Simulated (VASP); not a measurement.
# Li3ZrN2 (R-3m) in VASP: single point with PBE

Aim: the single point of Li3ZrN2 with PBE.

All numbers are computed with VASP 6.6.1; they aren't measurements. Logs are shortened: lines on timing, memory, paths and dates and some standing lists are left out, and cuts for length are marked.

## (1) The cell of the first run

It takes space group R-3m (No. 166, trigonal). The conventional cell has a = 6.116 Å, b = 6.116 Å, c = 8.148 Å, α = 90.00°, β = 90.00°, γ = 120.00°. Within 2.5 Å of Li (site symmetry 2/m) lie 2 N at 1.89 Å. Within 2.7 Å of Zr (site symmetry -3m) lie 2 N at 2.04 Å. Within 2.5 Å of N (site symmetry 3m) lie 3 Li at 1.89 Å and 1 Zr at 2.04 Å.

## (2) Single point, PBE

INCAR reads:

```
ALGO = Normal
EDIFF = 1E-6
ENCUT = 750
GGA = PE
GGA_COMPAT = F
ISIF = 2
ISMEAR = 0
LASPH = T
LCHARG = F
LREAL = F
LWAVE = F
NBANDS = 24
NELM = 120
PREC = Accurate
SIGMA = 0.15
```

KPOINTS reads:

```
k-points
0
Gamma
  3 3 3
```

POSCAR reads:

```
Li3ZrN2
1.0
    3.0578487389      1.7654497926      2.7161178115
   -3.0578487389      1.7654497926      2.7161178115
    0.0000000000     -3.5308995851      2.7161178115
Li Zr N
3 1 2
Direct
    1.0000000780     -0.0000000780      0.5000000000
    0.5000000000      1.0000000780     -0.0000000780
   -0.0000000780      0.5000000000      1.0000000780
    0.5000000000      0.5000000000      0.5000000000
    0.2493217234      0.2493217234      0.2493217234
    0.7506782766      0.7506782766      0.7506782766
```

Potentials or basis: VASP PAW PBE potentials, release 64 (Li_sv, Zr_sv, N).

The run is started by

```
$ cat potpaw_PBE.64/Li_sv/POTCAR potpaw_PBE.64/Zr_sv/POTCAR potpaw_PBE.64/N/POTCAR > POTCAR
$ mpirun -np 1 vasp_std > vasp.out
```

OUTCAR:

```text
EDIFF = 1E-6
   ENCUT = 750
   GGA = PE
   ISIF = 2
   ISMEAR = 0
   LASPH = T
   LREAL = F
   NELM = 120
   PREC = Accurate

 ion  position               nearest neighbor table
   1  0.000  1.000  0.500-   5 1.89   6 1.89   4 3.06   4 3.06   4 3.24   4 3.24
   2  0.500  0.000  1.000-   6 1.89   5 1.89   4 3.06   4 3.06   4 3.24   4 3.24
   3  1.000  0.500  0.000-   5 1.89   6 1.89   4 3.06   4 3.06   4 3.24   4 3.24
   4  0.500  0.500  0.500-   5 2.04   6 2.04   1 3.06   2 3.06   3 3.06   1 3.06   2 3.06   3 3.06
                             2 3.24   3 3.24   3 3.24   2 3.24   1 3.24   1 3.24
   5  0.249  0.249  0.249-   3 1.89   2 1.89   1 1.89   4 2.04
   6  0.751  0.751  0.751-   2 1.89   3 1.89   1 1.89   4 2.04

  LATTYP: Found a trigonal (rhomboedric) cell.
 ALAT       =     4.4547219718
 COS(alpha) =     0.0576314479

  Lattice vectors:

 A1 = (   3.0578487389,   1.7654497926,   2.7161178115)
 A2 = (  -3.0578487389,   1.7654497926,   2.7161178115)
 A3 = (   0.0000000000,  -3.5308995851,   2.7161178115)

Analysis of symmetry for initial positions (statically):
=====================================================================
 Subroutine PRICEL returns:
 Original cell was already a primitive cell.

 Routine SETGRP: Setting up the symmetry group for a
 trigonal (rhombohedral) supercell.

 Subroutine GETGRP returns: Found 12 space group operations
 (whereof 12 operations were pure point group operations)
 out of a pool of 12 trial point group operations.

The static configuration has the point symmetry D_3d.

Analysis of symmetry for dynamics (positions and initial velocities):
=====================================================================
 Subroutine PRICEL returns:
 Original cell was already a primitive cell.

 Routine SETGRP: Setting up the symmetry group for a
 trigonal (rhombohedral) supercell.

 Subroutine GETGRP returns: Found 12 space group operations
 (whereof 12 operations were pure point group operations)
 out of a pool of 12 trial point group operations.

The dynamic configuration has the point symmetry D_3d.

 Subroutine INISYM returns: Found 12 space group operations
 (whereof 12 operations are pure point group operations),
 and found     1 'primitive' translations

----------------------------------------------------------------------------------------

                                     Primitive cell

[... 80 lines left out ...]
   LREAL  =      F    real-space projection
   EDIFFG = 0.1E-04   stopping-criterion for IOM
   NSW    =      0    number of steps for IOM
   IBRION =     -1    ionic relax: 0-MD 1-quasi-New 2-CG
   NFREE  =      0    steps in history (QN), initial steepest desc. (CG)
   ISIF   =      2    stress and relaxation
   ISYM   =      2    0-nonsym 1-usesym 2-fastsym
   POTIM  = 0.5000    time-step for ionic-motion
   TEBEG  =    0.0;   TEEND  =   0.0 temperature during run
   PSTRESS=    0.0 pullay stress
   NELECT =      31.0000    total number of electrons
   NUPDOWN=      -1.0000    fix difference up-down
   EMIN   =  10.00;   EMAX   =-10.00  energy-range for DOS
   EFERMI =   0.00;   METHOD = LEGACY
   ISMEAR =     0;   SIGMA  =   0.15  broadening in eV -4-tet -1-fermi 0-gaus
   EFERMI_NEDOS =   21; number of points for ismear=-14 and -15
   IALGO  =     38    algorithm
   IMIX   =      4    mixing-type and parameters
     AMIX     =   0.40;   BMIX     =  1.00
     AMIX_MAG =   1.60;   BMIX_MAG =  1.00
  volume/ion in A,a.u.               =      14.66        98.95
  Fermi-wavevector in a.u.,A,eV,Ry     =   1.156303  2.185096 18.191488  1.337037
  Thomas-Fermi vector in A             =   2.292924
   LORBIT       =      0    0 simple, 1 ext, 2 COOP (PROOUT), +10 PAW based schemes
   GGA     = PE    functional components
   LHFCALC =     F    Hartree Fock is set to
   AEXX    =    0.0000 exact exchange contribution
   IVDW    =     0    specifies the selected vdW correction
   LEPSILON=     F    determine dielectric tensor
   LRPA    =     F    only Hartree local field effects (RPA)
 non-spin polarized calculation
 Gauss-broadening in eV      SIGMA  =   0.15
  energy-cutoff  :      750.00
  volume of cell :       87.98
 maximum number of plane-waves:      4158
   NGX = 19   NGY = 19   NGZ = 19

 number of electron      30.9999977 magnetization

 Free energy of the ion-electron system (eV)
  ---------------------------------------------------
  ext. energy  EPLUGINS =         0.00000000
  ---------------------------------------------------
  free energy    TOTEN  =       -31.52635370 eV

  energy without entropy =      -31.47192767  energy(sigma->0) =      -31.49914069

 E-fermi :   3.4629     XC(G=0):  -8.9715

 val. band max:        3.4608951673   @ k =  -0.3333   0.3333   0.0000
 cond. band min:       3.5142978823   @ k =   0.3333  -0.0000   0.0000
 fundamental gap:      0.0534027150
 Fermi energy:         3.4629304181

 k-point     1 :       0.0000    0.0000    0.0000
  band No.  band energies     occupation
      1     -46.1279      2.00000
      2     -41.4009      2.00000
      3     -41.3819      2.00000
      4     -41.3819      2.00000
      5     -24.3345      2.00000
      6     -24.3345      2.00000
[... 151 lines left out ...]
     23       8.3616      0.00000
     24      10.3095      0.00000

------------------------ aborting loop because EDIFF is reached ----------------------------------------

  FORCE on cell =-STRESS in cart. coord.  units (eV):
  Direction    XX          YY          ZZ          XY          YZ          ZX
  --------------------------------------------------------------------------------------
  -------------------------------------------------------------------------------------
  Total        0.0849945      0.0849945      0.0299889     -0.0000000      0.0000000      0.0000000
  in kB        1.5478547      1.5478547      0.5461352     -0.0000000      0.0000000      0.0000000
  external PRESSURE =       1.2139482 kB  Pullay stress =       0.0000000 kB

 VOLUME and BASIS-vectors are now :
 -----------------------------------------------------------------------------
  energy-cutoff  :      750.00
  volume of cell :       87.98
      direct lattice vectors                 reciprocal lattice vectors
     3.057848739  1.765449793  2.716117812     0.163513647  0.094404648  0.122724181
    -3.057848739  1.765449793  2.716117812    -0.163513647  0.094404648  0.122724181
     0.000000000 -3.530899585  2.716117812     0.000000000 -0.188809296  0.122724181

 POSITION                                       TOTAL-FORCE (eV/Angst)
 -----------------------------------------------------------------------------------
     -3.05785      0.00000      4.07418        -0.000000     -0.000000     -0.000000
      1.52892     -2.64817      4.07418         0.000000     -0.000000     -0.000000
      1.52892      2.64817      4.07418         0.000000     -0.000000     -0.000000
      0.00000      0.00000      4.07418         0.000000     -0.000000     -0.000000
      0.00000      0.00000      2.03156         0.000000     -0.000000     -0.027575
      0.00000      0.00000      6.11679         0.000000      0.000000      0.027575
 -----------------------------------------------------------------------------------
    total drift:                               -0.000000      0.000000      0.000000

  FREE ENERGIE OF THE ION-ELECTRON SYSTEM (eV)
  ---------------------------------------------------
  free  energy   TOTEN  =       -31.5263537004 eV

  energy  without entropy=      -31.4719276744  energy(sigma->0) =      -31.49914069
```

stdout:

```text
POSCAR found type information on POSCAR LiZrN
 POSCAR found :  3 types and       6 ions
 scaLAPACK will be used
 LDA part: xc-table for (Slater+PW92), standard interpolation
 POSCAR, INCAR and KPOINTS ok, starting setup
 FFT: planning ... GRIDC
 FFT: planning ... GRID_SOFT
 FFT: planning ... GRID
 WAVECAR not read
 entering main loop
```

Run time: 43 s. Hardware: 1 thread of Intel Xeon 8259CL, shared host; peak memory 0.25 GiB.

What came out:

- Free energy: -31.5264 eV
- Pressure: 0.1 GPa
- Largest force: 0.028 eV/Å

Forces in eV/Å, atoms in the order of the input:
```
Li   0.000  0.000  0.000
Li   0.000  0.000  0.000
Li   0.000  0.000  0.000
Zr   0.000  0.000  0.000
N    0.000  0.000 -0.028
N    0.000  0.000  0.028
```

Stress tensor (GPa, compression positive):
```
0.15 0.00 0.00
0.00 0.15 0.00
0.00 0.00 0.05
```

Caveat: the k points lie up to 0.47 Å⁻¹ apart.
